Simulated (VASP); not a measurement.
# Rh in VASP: relaxation of the atoms with PBE

Aim: the relaxation of the atoms of Rh with PBE.

All numbers are computed with VASP 6.6.1; they aren't measurements. Logs are shortened: lines on timing, memory, paths and dates and some standing lists are left out, and cuts for length are marked.

## 1. The cell of the first run

The cell holds a slab with vacuum, 6 atoms: a = 2.689 Å, b = 2.689 Å, c = 26.508 Å, α = 90.00°, β = 90.00°, γ = 90.00°.

## 2. Relaxation of the atoms, PBE

INCAR reads:

```
SYSTEM = Rh
PREC = Accurate
ENCUT = 450
EDIFF = 1E-7
ISMEAR = 0
SIGMA = 0.1
LREAL = .False.
LASPH = .True.
NELM = 120
ALGO = Normal
ISIF = 2
LWAVE = .False.
LCHARG = .False.
LDIPOL = .True.
IDIPOL = 3
DIPOL = 0.5 0.5 0.500
GGA = PE
IBRION = 2
NSW = 60
EDIFFG = -0.04
GGA_COMPAT = .False.
NELMIN = 4
NELMDL = -8
```

KPOINTS reads:

```
Automatic mesh
0
Gamma
  9 9 1
  0 0 0
```

POSCAR reads:

```
Rh
1.0
    2.6891978000      0.0000000000      0.0000000000
    0.0000000000      2.6891978000      0.0000000000
    0.0000000000      0.0000000000     26.5077501019
Rh
6
Selective dynamics
Direct
    0.5000000000      0.5000000000      0.3206609375  F F F
    0.0000000000      0.0000000000      0.3923965605  F F F
    0.5000000000      0.5000000000      0.4641321834  F F F
    0.0000000000      0.0000000000      0.5358678166  T T T
    0.5000000000      0.5000000000      0.6076034395  T T T
    0.0000000000      0.0000000000      0.6793390625  T T T
```

Potentials or basis: VASP PAW PBE potentials, release 64 (Rh_pv).

On the command line:

```sh
$ cat potpaw_PBE.64/Rh_pv/POTCAR > POTCAR
$ mpirun -np 1 vasp_std > vasp.out
```

OUTCAR:

```text
SYSTEM = Rh
   PREC = Accurate
   ENCUT = 450
   EDIFF = 1E-7
   ISMEAR = 0
   LREAL = .False.
   LASPH = .True.
   NELM = 120
   ISIF = 2
   GGA = PE
   IBRION = 2
   NSW = 60
   EDIFFG = -0.04
   NELMIN = 4
   NELMDL = -8

 ion  position               nearest neighbor table
   1  0.500  0.500  0.321-   2 2.69   2 2.69   2 2.69   2 2.69
   2  0.000  0.000  0.392-   3 2.69   3 2.69   3 2.69   3 2.69   1 2.69   1 2.69   1 2.69   1 2.69

   3  0.500  0.500  0.464-   2 2.69   2 2.69   2 2.69   2 2.69   4 2.69   4 2.69   4 2.69   4 2.69

   4  0.000  0.000  0.536-   5 2.69   5 2.69   5 2.69   5 2.69   3 2.69   3 2.69   3 2.69   3 2.69

   5  0.500  0.500  0.608-   4 2.69   4 2.69   4 2.69   4 2.69   6 2.69   6 2.69   6 2.69   6 2.69

   6  0.000  0.000  0.679-   5 2.69   5 2.69   5 2.69   5 2.69

  LATTYP: Found a simple tetragonal cell.
 ALAT       =     2.6891978000
 C/A-ratio  =     9.8571217416

  Lattice vectors:

 A1 = (   2.6891978000,   0.0000000000,   0.0000000000)
 A2 = (   0.0000000000,   2.6891978000,   0.0000000000)
 A3 = (   0.0000000000,   0.0000000000,  26.5077501019)

Analysis of symmetry for initial positions (statically):
=====================================================================
 Subroutine PRICEL returns:
 Original cell was already a primitive cell.

 Routine SETGRP: Setting up the symmetry group for a
 simple tetragonal supercell.

 Subroutine GETGRP returns: Found 16 space group operations
 (whereof  8 operations were pure point group operations)
 out of a pool of 16 trial point group operations.

The static configuration has the point symmetry C_4v.
 The point group associated with its full space group is D_4h.

Analysis of symmetry for dynamics (positions and initial velocities):
=====================================================================
 Subroutine PRICEL returns:
 Original cell was already a primitive cell.

 Routine SETGRP: Setting up the symmetry group for a
 simple tetragonal supercell.

 Subroutine GETGRP returns: Found 16 space group operations
 (whereof  8 operations were pure point group operations)
 out of a pool of 16 trial point group operations.

The dynamic configuration has the point symmetry C_4v.
 The point group associated with its full space group is D_4h.

Analysis of constrained symmetry for selective dynamics:
=====================================================================
 Subroutine PRICEL returns:
 Original cell was already a primitive cell.

 Routine SETGRP: Setting up the symmetry group for a
 simple tetragonal supercell.

 Subroutine GETGRP returns: Found  8 space group operations
 (whereof  8 operations were pure point group operations)
 out of a pool of 16 trial point group operations.

The constrained configuration has the point symmetry C_4v.

 Subroutine INISYM returns: Found  8 space group operations
 (whereof  8 operations are pure point group operations),
 and found     1 'primitive' translations

----------------------------------------------------------------------------------------

                                     Primitive cell

  volume of cell :     191.6983

  direct lattice vectors                    reciprocal lattice vectors
     2.689197800  0.000000000  0.000000000     0.371858106  0.000000000  0.000000000
     0.000000000  2.689197800  0.000000000     0.000000000  0.371858106  0.000000000
     0.000000000  0.000000000 26.507750102     0.000000000  0.000000000  0.037724816

  length of vectors
     2.689197800  2.689197800 26.507750102     0.371858106  0.371858106  0.037724816

  position of ions in fractional coordinates (direct lattice)
     0.500000000  0.500000000  0.320660938
     0.000000000  0.000000000  0.392396561
     0.500000000  0.500000000  0.464132183
     0.000000000  0.000000000  0.535867817
     0.500000000  0.500000000  0.607603439
     0.000000000  0.000000000  0.679339062
[... 25 lines left out ...]
  Length of vectors
     0.041317567  0.041317567  0.037724816

  Shift w.r.t. Gamma in fractional coordinates (k-lattice)
     0.000000000  0.000000000  0.000000000

 Subroutine IBZKPT returns following result:
 ===========================================

 Found     15 irreducible k-points:

 Following reciprocal coordinates:
            Coordinates               Weight
  0.000000  0.000000  0.000000      1.000000
  0.111111  0.000000  0.000000      4.000000
  0.222222  0.000000  0.000000      4.000000
  0.333333  0.000000  0.000000      4.000000
  0.444444  0.000000  0.000000      4.000000
  0.111111  0.111111  0.000000      4.000000
  0.222222  0.111111  0.000000      8.000000
  0.333333  0.111111  0.000000      8.000000
  0.444444  0.111111  0.000000      8.000000
  0.222222  0.222222  0.000000      4.000000
  0.333333  0.222222  0.000000      8.000000
  0.444444  0.222222  0.000000      8.000000
  0.333333  0.333333  0.000000      4.000000
  0.444444  0.333333  0.000000      8.000000
  0.444444  0.444444  0.000000      4.000000
   k-points           NKPTS =     15   k-points in BZ     NKDIM =     15   number of bands    NBANDS=     54
   number of dos      NEDOS =    301   number of ions     NIONS =      6
   total plane-waves  NPLWV =  76800
   dimension x,y,z NGX =    20 NGY =   20 NGZ =  192
   dimension x,y,z NGXF=    40 NGYF=   40 NGZF=  384
   ions per type =               6
   NGX,Y,Z   is equivalent  to a cutoff of  12.36, 12.36, 12.04 a.u.
   NGXF,Y,Z  is equivalent  to a cutoff of  24.73, 24.73, 24.08 a.u.
 SYSTEM =  Rh
   PREC   = accura    normal or accurate (medium, high low for compatibility)
   ISTART =      0    job   : 0-new  1-cont  2-samecut
   ICHARG =      2    charge: 1-file 2-atom 10-const
   ISPIN  =      1    spin polarized calculation?
   LNONCOLLINEAR =      F non collinear calculations
   LSORBIT =      F    spin-orbit coupling
   LASPH  =      T    aspherical Exc in radial PAW
   ENCUT  =  450.0 eV  33.07 Ry    5.75 a.u.   4.65  4.65 45.85*2*pi/ulx,y,z
   NELM   =    120;   NELMIN=  4; NELMDL= -8     # of ELM steps
   EDIFF  = 0.1E-06   stopping-criterion for ELM
   LREAL  =      F    real-space projection
   EDIFFG = -.4E-01   stopping-criterion for IOM
   NSW    =     60    number of steps for IOM
   IBRION =      2    ionic relax: 0-MD 1-quasi-New 2-CG
   NFREE  =      1    steps in history (QN), initial steepest desc. (CG)
   ISIF   =      2    stress and relaxation
   ISYM   =      2    0-nonsym 1-usesym 2-fastsym
   POTIM  = 0.5000    time-step for ionic-motion
   TEBEG  =    0.0;   TEEND  =   0.0 temperature during run
   PSTRESS=    0.0 pullay stress
   NELECT =      90.0000    total number of electrons
   NUPDOWN=      -1.0000    fix difference up-down
   EMIN   =  10.00;   EMAX   =-10.00  energy-range for DOS
   EFERMI =   0.00;   METHOD = LEGACY
   ISMEAR =     0;   SIGMA  =   0.10  broadening in eV -4-tet -1-fermi 0-gaus
   EFERMI_NEDOS =   21; number of points for ismear=-14 and -15
   IALGO  =     38    algorithm
   IMIX   =      4    mixing-type and parameters
     AMIX     =   0.40;   BMIX     =  1.00
     AMIX_MAG =   1.60;   BMIX_MAG =  1.00
  volume/ion in A,a.u.               =      31.95       215.61
  Fermi-wavevector in a.u.,A,eV,Ry     =   1.272378  2.404446 22.027101  1.618946
  Thomas-Fermi vector in A             =   2.405260
   LORBIT       =      0    0 simple, 1 ext, 2 COOP (PROOUT), +10 PAW based schemes
   GGA     = PE    functional components
   LHFCALC =     F    Hartree Fock is set to
   AEXX    =    0.0000 exact exchange contribution
   IVDW    =     0    specifies the selected vdW correction
   LEPSILON=     F    determine dielectric tensor
   LRPA    =     F    only Hartree local field effects (RPA)
 conjugate gradient relaxation of ions
 non-spin polarized calculation
 Gauss-broadening in eV      SIGMA  =   0.10
  energy-cutoff  :      450.00
  volume of cell :      191.70
 maximum number of plane-waves:      4223
 NGX is ok and might be reduce to    20
   NGX =  9   NGY =  9   NGZ = 91

--------------------------------------- Ionic step        1  -------------------------------------------

 number of electron      90.0000019 magnetization

 Free energy of the ion-electron system (eV)
  ---------------------------------------------------
  ext. energy  EPLUGINS =         0.00000000
  ---------------------------------------------------
  free energy    TOTEN  =       -41.35943424 eV

  energy without entropy =      -41.31775959  energy(sigma->0) =      -41.33859691

------------------------ aborting loop because EDIFF is reached ----------------------------------------

  FORCE on cell =-STRESS in cart. coord.  units (eV):
  Direction    XX          YY          ZZ          XY          YZ          ZX
  --------------------------------------------------------------------------------------
  -------------------------------------------------------------------------------------
  Total       -0.7567827     -0.7567827     -0.3901595      0.0000000     -0.0000000      0.0000000
  in kB       -6.3250419     -6.3250419     -3.2608770      0.0000000     -0.0000000      0.0000000
  external PRESSURE =      -5.3036536 kB  Pullay stress =       0.0000000 kB
[... 221 lines left out ...]
  FREE ENERGIE OF THE ION-ELECTRON SYSTEM (eV)
  ---------------------------------------------------
  free  energy   TOTEN  =       -41.3772476469 eV

  energy  without entropy=      -41.3352700075  energy(sigma->0) =      -41.35625883

 dipolmoment           0.000000      0.000000     -0.003782 electrons x Angstroem

--------------------------------------- Ionic step        7  -------------------------------------------

 number of electron      90.0000021 magnetization

 dipolmoment           0.000000      0.000000      0.000709 electrons x Angstroem

 Free energy of the ion-electron system (eV)
  ---------------------------------------------------
  ext. energy  EPLUGINS =         0.00000000
  ---------------------------------------------------
  free energy    TOTEN  =       -41.37797602 eV

  energy without entropy =      -41.33594820  energy(sigma->0) =      -41.35696211

 E-fermi :   2.1950     XC(G=0):  -6.8111

 val. band max:        2.1896044759   @ k =   0.3333   0.3333   0.0000
 cond. band min:       2.2397837991   @ k =   0.4444   0.0000   0.0000
 fundamental gap:      0.0501793232
 Fermi energy:         2.1949854046

 k-point     1 :       0.0000    0.0000    0.0000
  band No.  band energies     occupation
      1     -44.8001      2.00000
      2     -44.6841      2.00000
      3     -44.4673      2.00000
      4     -44.4044      2.00000
      5     -44.4044      2.00000
      6     -44.3699      2.00000
[... 844 lines left out ...]
     53       9.1822      0.00000
     54      10.5887      0.00000

------------------------ aborting loop because EDIFF is reached ----------------------------------------

 vacuum level on the upper side and lower side of the slab       (xc-potential included)        -0.097        -0.060

  FORCE on cell =-STRESS in cart. coord.  units (eV):
  Direction    XX          YY          ZZ          XY          YZ          ZX
  --------------------------------------------------------------------------------------
  -------------------------------------------------------------------------------------
  Total       -0.6112398     -0.6112398     -0.4324056      0.0000000      0.0000000      0.0000000
  in kB       -5.1086225     -5.1086225     -3.6139614      0.0000000      0.0000000      0.0000000
  external PRESSURE =      -4.6104021 kB  Pullay stress =       0.0000000 kB
[... 21 lines left out ...]
  FREE ENERGIE OF THE ION-ELECTRON SYSTEM (eV)
  ---------------------------------------------------
  free  energy   TOTEN  =       -41.3779760231 eV

  energy  without entropy=      -41.3359481988  energy(sigma->0) =      -41.35696211

 reached required accuracy - stopping structural energy minimisation

 vacuum level on the upper side and lower side of the slab         7.235         7.279
```

Wall time 26 min (1 thread of Intel Xeon 8259CL, shared host); peak memory 0.31 GiB.

Results:

```yaml
Free_energy: -41.3780 eV
Energy_gained_by_relaxing: 3.1 meV/atom
Ionic_steps: 7
Band_gap_on_the_k_mesh: zero (bands 45 and 46 overlap by 1.48 eV)
```

Step by step:
| step | energy change (eV) | largest force on free atoms (eV/Å) | pressure (GPa) |
| --- | --- | --- | --- |
| 1 | 0.0000 | 0.5570 | -0.53 |
| 2 | -0.0151 | 0.1668 | -0.36 |
| 3 | -0.0161 | 0.1704 | -0.28 |
| 4 | -0.0173 | 0.0611 | -0.30 |
| 5 | -0.0175 | 0.0634 | -0.30 |
| 6 | -0.0178 | 0.0535 | -0.34 |
| 7 | -0.0185 | 0.0259 | -0.46 |

Final structure:
```xyz
6
Lattice="2.6892 0.0000 0.0000 0.0000 2.6892 0.0000 0.0000 0.0000 26.5078" Properties=species:S:1:pos:R:3 pbc="T T T"
Rh    1.3446    1.3446    8.5000
Rh    0.0000    0.0000   10.4016
Rh    1.3446    1.3446   12.3031
Rh    0.0000    2.6892   14.2356
Rh    1.3446    1.3446   16.1557
Rh    0.0000    2.6892   17.9998
```
